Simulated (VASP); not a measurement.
# Sc3B2N (P4mm) in VASP: further runs

Runs on Sc3B2N. Level: PBE. Tasks: single point.

Program: VASP 6.6.1. These are calculated values, not measurements. Logs are shortened: lines on timing, memory, paths and dates and some standing lists are left out, and cuts for length are marked.

## Step 1: The cell of the first run

It takes space group P4mm (No. 99, tetragonal). The conventional cell has a = 3.210 Å, b = 3.210 Å, c = 7.826 Å, α = 90.00°, β = 90.00°, γ = 90.00°. Sc (site symmetry 4mm) has 9 Sc at 2.60 to 3.21 Å and 5 B at 2.65 to 2.66 Å within 3.4 Å. Sc (site symmetry 4mm) has 5 B at 2.48 to 2.62 Å and 4 N at 2.59 Å and 5 Sc at 2.70 to 3.21 Å within 3.3 Å. Within 3.4 Å of Sc (site symmetry 4mm) lie 1 N at 2.60 Å and 8 Sc at 2.60 to 3.21 Å and 5 B at 2.65 to 2.66 Å. B (site symmetry 4mm) has 6 Sc at 2.48 to 2.65 Å and 4 N at 2.58 Å and 4 B at 3.21 Å within 3.3 Å. B (site symmetry 4mm) has 1 N at 2.57 Å and 9 Sc at 2.62 to 2.66 Å and 4 B at 3.21 Å within 3.4 Å. Within 3.4 Å of N (site symmetry 4mm) lie 5 B at 2.57 to 2.58 Å and 5 Sc at 2.59 to 2.60 Å and 4 N at 3.21 Å.

## Step 2: Single point, PBE

File INCAR:

```
SYSTEM = Sc3B2N
ALGO = Normal ; EDIFF = 1E-6
ENCUT = 520 ; GGA = PE
ISIF = 2 ; ISMEAR = 0
LASPH = .TRUE. ; LCHARG = .FALSE.
LREAL = .FALSE. ; LWAVE = .FALSE.
NBANDS = 31 ; NELM = 100
PREC = Accurate ; SIGMA = 0.1
```

File KPOINTS:

```
k-points
0
G
  6 6 2
  0 0 0
```

File POSCAR:

```
Sc3B2N
1.0
    3.2104837200      0.0000000000      0.0000000000
    0.0000000000      3.2104837200      0.0000000000
    0.0000000000      0.0000000000      7.8261731500
Sc B N
3 2 1
Direct
    0.0000000000      0.0000000000      0.6709480300
    0.0000000000      0.0000000000      0.3257620000
    0.5000000000      0.5000000000      0.8341779700
    0.0000000000      0.0000000000      0.0094770000
    0.5000000000      0.5000000000      0.4938240100
    0.5000000000      0.5000000000      0.1658110000
```

Potentials or basis: VASP PAW PBE potentials, release 64 (Sc_sv, B, N).

On the command line:

```console
cat potpaw_PBE.64/Sc_sv/POTCAR potpaw_PBE.64/B/POTCAR potpaw_PBE.64/N/POTCAR > POTCAR
mpirun -np 1 vasp_std > vasp.out
```

OUTCAR:

```text
SYSTEM = Sc3B2N
   EDIFF = 1E-6
   ENCUT = 520
   GGA = PE
   ISIF = 2
   ISMEAR = 0
   LASPH = .TRUE.
   LREAL = .FALSE.
   NELM = 100
   PREC = Accurate

 ion  position               nearest neighbor table
   1  0.000  0.000  0.671-   3 2.60   3 2.60   3 2.60   3 2.60   4 2.65   5 2.66   5 2.66   5 2.66
                             5 2.66   2 2.70
   2  0.000  0.000  0.326-   4 2.48   6 2.59   6 2.59   6 2.59   6 2.59   5 2.62   5 2.62   5 2.62
                             5 2.62   1 2.70
   3  0.500  0.500  0.834-   6 2.60   1 2.60   1 2.60   1 2.60   1 2.60   4 2.65   4 2.65   4 2.65
                             4 2.65   5 2.66
   4  0.000  0.000  0.009-   2 2.48   1 2.65   3 2.65   3 2.65   3 2.65   3 2.65
   5  0.500  0.500  0.494-   2 2.62   2 2.62   2 2.62   2 2.62   1 2.66   1 2.66   1 2.66   1 2.66
                             3 2.66
   6  0.500  0.500  0.166-   2 2.59   2 2.59   2 2.59   2 2.59   3 2.60

  LATTYP: Found a simple tetragonal cell.
 ALAT       =     3.2104837200
 C/A-ratio  =     2.4376928315

  Lattice vectors:

 A1 = (   3.2104837200,   0.0000000000,   0.0000000000)
 A2 = (   0.0000000000,   3.2104837200,   0.0000000000)
 A3 = (   0.0000000000,   0.0000000000,   7.8261731500)

Analysis of symmetry for initial positions (statically):
=====================================================================
 Subroutine PRICEL returns:
 Original cell was already a primitive cell.

 Routine SETGRP: Setting up the symmetry group for a
 simple tetragonal supercell.

 Subroutine GETGRP returns: Found  8 space group operations
 (whereof  8 operations were pure point group operations)
 out of a pool of 16 trial point group operations.

The static configuration has the point symmetry C_4v.

Analysis of symmetry for dynamics (positions and initial velocities):
=====================================================================
 Subroutine PRICEL returns:
 Original cell was already a primitive cell.

 Routine SETGRP: Setting up the symmetry group for a
 simple tetragonal supercell.

 Subroutine GETGRP returns: Found  8 space group operations
 (whereof  8 operations were pure point group operations)
 out of a pool of 16 trial point group operations.

The dynamic configuration has the point symmetry C_4v.

 Subroutine INISYM returns: Found  8 space group operations
 (whereof  8 operations are pure point group operations),
 and found     1 'primitive' translations

----------------------------------------------------------------------------------------

                                     Primitive cell

  volume of cell :      80.6660

  direct lattice vectors                    reciprocal lattice vectors
     3.210483720  0.000000000  0.000000000     0.311479542  0.000000000  0.000000000
     0.000000000  3.210483720  0.000000000     0.000000000  0.311479542  0.000000000
     0.000000000  0.000000000  7.826173150     0.000000000  0.000000000  0.127776370

  length of vectors
     3.210483720  3.210483720  7.826173150     0.311479542  0.311479542  0.127776370

  position of ions in fractional coordinates (direct lattice)
     0.000000000  0.000000000  0.670948030
     0.000000000  0.000000000  0.325762000
     0.500000000  0.500000000  0.834177970
     0.000000000  0.000000000  0.009477000
     0.500000000  0.500000000  0.493824010
     0.500000000  0.500000000  0.165811000

  ion indices of the primitive-cell ions
   primitive index   ion index
                 1           1
                 2           2
                 3           3
                 4           4
                 5           5
                 6           6

----------------------------------------------------------------------------------------

 KPOINTS: k-points

Automatic generation of k-mesh.
 Grid dimensions read from file:
 generate k-points for:    6    6    2

 Generating k-lattice:

  Cartesian coordinates                     Fractional coordinates (reciprocal lattice)
     0.051913257  0.000000000  0.000000000     0.166666667  0.000000000  0.000000000
     0.000000000  0.051913257  0.000000000     0.000000000  0.166666667  0.000000000
     0.000000000  0.000000000  0.063888185     0.000000000  0.000000000  0.500000000

  Length of vectors
     0.051913257  0.051913257  0.063888185

  Shift w.r.t. Gamma in fractional coordinates (k-lattice)
     0.000000000  0.000000000  0.000000000

 Subroutine IBZKPT returns following result:
 ===========================================

 Found     20 irreducible k-points:

 Following reciprocal coordinates:
            Coordinates               Weight
  0.000000  0.000000  0.000000      1.000000
  0.166667  0.000000  0.000000      4.000000
  0.333333  0.000000  0.000000      4.000000
  0.500000  0.000000  0.000000      2.000000
  0.166667  0.166667  0.000000      4.000000
  0.333333  0.166667  0.000000      8.000000
[... 12 lines left out ...]
  0.500000  0.333333  0.500000      4.000000
  0.500000  0.500000  0.500000      1.000000
   k-points           NKPTS =     20   k-points in BZ     NKDIM =     20   number of bands    NBANDS=     31
   number of dos      NEDOS =    301   number of ions     NIONS =      6
   total plane-waves  NPLWV =  34560
   dimension x,y,z NGX =    24 NGY =   24 NGZ =   60
   dimension x,y,z NGXF=    48 NGYF=   48 NGZF=  120
   ions per type =               3   2   1
   NGX,Y,Z   is equivalent  to a cutoff of  12.43, 12.43, 12.75 a.u.
   NGXF,Y,Z  is equivalent  to a cutoff of  24.86, 24.86, 25.49 a.u.
 SYSTEM =  Sc3B2N
   PREC   = accura    normal or accurate (medium, high low for compatibility)
   ISTART =      0    job   : 0-new  1-cont  2-samecut
   ICHARG =      2    charge: 1-file 2-atom 10-const
   ISPIN  =      1    spin polarized calculation?
   LNONCOLLINEAR =      F non collinear calculations
   LSORBIT =      F    spin-orbit coupling
   LASPH  =      T    aspherical Exc in radial PAW
   ENCUT  =  520.0 eV  38.22 Ry    6.18 a.u.   5.97  5.97 14.55*2*pi/ulx,y,z
   NELM   =    100;   NELMIN=  2; NELMDL= -5     # of ELM steps
   EDIFF  = 0.1E-05   stopping-criterion for ELM
   LREAL  =      F    real-space projection
   EDIFFG = 0.1E-04   stopping-criterion for IOM
   NSW    =      0    number of steps for IOM
   IBRION =     -1    ionic relax: 0-MD 1-quasi-New 2-CG
   NFREE  =      0    steps in history (QN), initial steepest desc. (CG)
   ISIF   =      2    stress and relaxation
   ISYM   =      2    0-nonsym 1-usesym 2-fastsym
   POTIM  = 0.5000    time-step for ionic-motion
   TEBEG  =    0.0;   TEEND  =   0.0 temperature during run
   PSTRESS=    0.0 pullay stress
   NELECT =      44.0000    total number of electrons
   NUPDOWN=      -1.0000    fix difference up-down
   EMIN   =  10.00;   EMAX   =-10.00  energy-range for DOS
   EFERMI =   0.00;   METHOD = LEGACY
   ISMEAR =     0;   SIGMA  =   0.10  broadening in eV -4-tet -1-fermi 0-gaus
   EFERMI_NEDOS =   21; number of points for ismear=-14 and -15
   IALGO  =     38    algorithm
   IMIX   =      4    mixing-type and parameters
     AMIX     =   0.40;   BMIX     =  1.00
     AMIX_MAG =   1.60;   BMIX_MAG =  1.00
  volume/ion in A,a.u.               =      13.44        90.73
  Fermi-wavevector in a.u.,A,eV,Ry     =   1.337608  2.527713 24.343486  1.789196
  Thomas-Fermi vector in A             =   2.466144
   LORBIT       =      0    0 simple, 1 ext, 2 COOP (PROOUT), +10 PAW based schemes
   GGA     = PE    functional components
   LHFCALC =     F    Hartree Fock is set to
   AEXX    =    0.0000 exact exchange contribution
   IVDW    =     0    specifies the selected vdW correction
   LEPSILON=     F    determine dielectric tensor
   LRPA    =     F    only Hartree local field effects (RPA)
 non-spin polarized calculation
 Gauss-broadening in eV      SIGMA  =   0.10
  energy-cutoff  :      520.00
  volume of cell :       80.67
 maximum number of plane-waves:      2208
 NGX is ok and might be reduce to    24
   NGX = 11   NGY = 11   NGZ = 29

 number of electron      44.0000013 magnetization

 Free energy of the ion-electron system (eV)
  ---------------------------------------------------
  ext. energy  EPLUGINS =         0.00000000
  ---------------------------------------------------
  free energy    TOTEN  =       -35.88442585 eV

  energy without entropy =      -35.85612456  energy(sigma->0) =      -35.87027520

 E-fermi :   5.0699     XC(G=0): -11.2347

 val. band max:        5.0569303022   @ k =   0.3333   0.3333   0.5000
 cond. band min:       5.0785869499   @ k =   0.5000   0.5000   0.0000
 fundamental gap:      0.0216566478
 Fermi energy:         5.0698686378

 k-point     1 :       0.0000    0.0000    0.0000
  band No.  band energies     occupation
      1     -44.1012      2.00000
      2     -43.8716      2.00000
      3     -43.2888      2.00000
      4     -22.9315      2.00000
      5     -22.6500      2.00000
      6     -22.6500      2.00000
[... 23 lines left out ...]
     30       8.3837      0.00000
     31       8.4013      0.00000

 k-point     2 :       0.1667    0.0000    0.0000
  band No.  band energies     occupation
      1     -44.0946      2.00000
      2     -43.8372      2.00000
      3     -43.3109      2.00000
      4     -22.9491      2.00000
      5     -22.7527      2.00000
      6     -22.6536      2.00000
[... 23 lines left out ...]
     30       8.2091      0.00000
     31       8.5186      0.00000

 k-point     3 :       0.3333    0.0000    0.0000
  band No.  band energies     occupation
      1     -44.0815      2.00000
      2     -43.7554      2.00000
      3     -43.3680      2.00000
      4     -23.0240      2.00000
      5     -22.8489      2.00000
      6     -22.7836      2.00000
[... 567 lines left out ...]
     30       9.0975      0.00000
     31       9.2931      0.00000

 k-point    20 :       0.5000    0.5000    0.5000
  band No.  band energies     occupation
      1     -44.0507      2.00000
      2     -43.6725      2.00000
      3     -43.3788      2.00000
      4     -23.0893      2.00000
      5     -23.0893      2.00000
      6     -22.8460      2.00000
[... 23 lines left out ...]
     30       9.0693      0.00000
     31       9.5990      0.00000

------------------------ aborting loop because EDIFF is reached ----------------------------------------

  FORCE on cell =-STRESS in cart. coord.  units (eV):
  Direction    XX          YY          ZZ          XY          YZ          ZX
  --------------------------------------------------------------------------------------
  -------------------------------------------------------------------------------------
  Total        1.9106486      1.9106486     -4.0072878      0.0000000      0.0000000      0.0000000
  in kB       37.9490596     37.9490596    -79.5922396      0.0000000      0.0000000      0.0000000
  external PRESSURE =      -1.2313735 kB  Pullay stress =       0.0000000 kB

 VOLUME and BASIS-vectors are now :
 -----------------------------------------------------------------------------
  energy-cutoff  :      520.00
  volume of cell :       80.67
      direct lattice vectors                 reciprocal lattice vectors
     3.210483720  0.000000000  0.000000000     0.311479542  0.000000000  0.000000000
     0.000000000  3.210483720  0.000000000     0.000000000  0.311479542  0.000000000
     0.000000000  0.000000000  7.826173150     0.000000000  0.000000000  0.127776370

 POSITION                                       TOTAL-FORCE (eV/Angst)
 -----------------------------------------------------------------------------------
      0.00000      0.00000      5.25096        -0.000000     -0.000000     -2.432702
      0.00000      0.00000      2.54947         0.000000     -0.000000     -3.290580
      1.60524      1.60524      6.52842        -0.000000      0.000000      4.326844
      0.00000      0.00000      0.07417        -0.000000     -0.000000     -0.610375
      1.60524      1.60524      3.86475        -0.000000     -0.000000      1.504787
      1.60524      1.60524      1.29767        -0.000000     -0.000000      0.502026
 -----------------------------------------------------------------------------------
    total drift:                                0.000000     -0.000000     -0.000031

  FREE ENERGIE OF THE ION-ELECTRON SYSTEM (eV)
  ---------------------------------------------------
  free  energy   TOTEN  =       -35.8844258461 eV

  energy  without entropy=      -35.8561245555  energy(sigma->0) =      -35.87027520
```

Run time: 57 s. Hardware: 1 thread of Intel Xeon Platinum 8488C (Sapphire Rapids), shared host; peak memory 0.19 GiB.

Results:

```
Free energy            : -35.8844 eV
Pressure               : -0.1 GPa
Largest force          : 4.327 eV/Å
Band gap on the k mesh : zero (band 22 reaches 5.60 eV, above the bottom of band 23 at 4.91 eV)
```

Forces in eV/Å, atoms in the order of the input:
```
Sc   0.000  0.000 -2.433
Sc   0.000  0.000 -3.291
Sc   0.000  0.000  4.327
B    0.000  0.000 -0.610
B    0.000  0.000  1.505
N    0.000  0.000  0.502
```

Caveat: the k points lie up to 0.40 Å⁻¹ apart; forces of over 1 eV/Å act on the atoms, so gaps and moduli don't describe the material at rest.

## Step 3: Single point, PBE

This run uses another cell than the first one, of 13.90 Å³/atom, 1.034 times its volume.

File INCAR:

```
PREC = Accurate ; ENCUT = 520
EDIFF = 1E-7 ; ISMEAR = 0
SIGMA = 0.1 ; LREAL = False
LASPH = True ; NELM = 60
ALGO = Normal ; ISIF = 2
LWAVE = False ; LCHARG = False
GGA = PE ; NBANDS = 31
```

File KPOINTS:

```
regular mesh
0
Gamma
  6 6 2
```

File POSCAR:

```
Sc3B2N
1.0
    3.2950443196      0.0000000000      0.0000000000
    0.0000000000      3.2950443196      0.0000000000
    0.0000000000      0.0000000000      7.6827245275
Sc B N
3 2 1
Direct
    0.0000000000      0.0000000000      0.6381209051
    0.0000000000      0.0000000000      0.2578799882
    0.5000000000      0.5000000000      0.9694943836
    0.0000000000      0.0000000000     -0.0635665730
    0.5000000000      0.5000000000      0.4425747645
    0.5000000000      0.5000000000      0.2554965416
```

Potentials or basis: VASP PAW PBE potentials, release 64 (Sc_sv, B, N).

On the command line:

```console
cat potpaw_PBE.64/Sc_sv/POTCAR potpaw_PBE.64/B/POTCAR potpaw_PBE.64/N/POTCAR > POTCAR
mpirun -np 1 vasp_std > vasp.out
```

It took 85 s on 1 thread of Intel Xeon Platinum 8488C (Sapphire Rapids), shared host; peak memory 0.22 GiB.

The run converged. Its results:

```yaml
Free_energy: -44.1028 eV
Pressure: 0.5 GPa
Largest_force: 0.045 eV/Å
Band_gap_on_the_k_mesh: zero (band 22 reaches 5.45 eV, above the bottom of band 23 at 4.11 eV)
```

Forces on the atoms (eV/Å):
```
Sc   0.000  0.000 -0.013
Sc   0.000  0.000  0.012
Sc   0.000  0.000 -0.044
B    0.000  0.000  0.000
B    0.000  0.000  0.045
N    0.000  0.000  0.000
```

Stress tensor (GPa, compression positive):
```
0.55 0.00 0.00
0.00 0.55 0.00
0.00 0.00 0.43
```

Levels at points of the mesh, in eV from the Fermi level:
```
           k point  band 19  band 20  band 21  band 22  band 23  band 24  band 25  band 26
(0.00, 0.00, 0.00)    -1.83    -0.45     0.26     0.54     0.83     0.83     1.39     2.14
(0.50, 0.00, 0.00)    -2.70    -2.33    -0.87    -0.36     0.63     0.72     1.45     2.68
(0.50, 0.50, 0.00)    -1.85    -1.85    -0.70    -0.70     0.19     1.44     1.44     1.46
(0.00, 0.00, 0.50)    -1.35    -0.36    -0.29     0.18     0.90     0.90     1.62     1.87
(0.50, 0.00, 0.50)    -2.82    -2.00    -1.26    -0.31     0.40     0.63     1.55     2.24
(0.50, 0.50, 0.50)    -1.71    -1.71    -1.02    -1.02    -0.68     1.90     1.90     2.40
```

Caveat: the k points lie up to 0.41 Å⁻¹ apart.
